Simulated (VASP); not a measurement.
Runs of VASP 6.6.1 on NbH2. The structure is that of space group Fm-3m (No. 225), or close to it. The cells are those of the table. 

```csv
cell,gap on the mesh (eV),pressure (GPa)
"a = 3.243, b = 3.243, c = 4.586 Å, 6 atoms",none,-8.2
"a = 3.291, b = 3.291, c = 4.653 Å, 6 atoms",none,-14.6
"a = 3.099, b = 3.099, c = 4.382 Å, 6 atoms",none,(b)
"a = 3.051, b = 3.051, c = 4.315 Å, 6 atoms",none,(a)
"a = 3.338, b = 3.338, c = 4.721 Å, 6 atoms",none,-19.7
"a = 3.147, b = 3.147, c = 4.450 Å, 6 atoms",none,9.1
"a = 3.195, b = 3.195, c = 4.518 Å, 6 atoms",none,-0.4
```

Alike in all rows: task single point; level PBEsol; potentials or basis VASP PAW PBE potentials, release 64 (Nb_sv, H); no spin polarisation; k mesh 12 × 12 × 8; cutoff (eV) 520; smearing gaussian 0.1 eV.

**Question.** Estimate the missing entries.

**Answer.** (a) 34.4; (b) 20.6.

Caveats: the PAW data sets were made with another functional, which shifts forces and pressure a little; the cell stands under tension (at least some runs); the cell stands under pressure (at least some runs).

A k mesh can miss the band edges, and the runs leave out spin-orbit coupling on Nb.

A gap of «none» marks levels without a gap at the run's occupations.
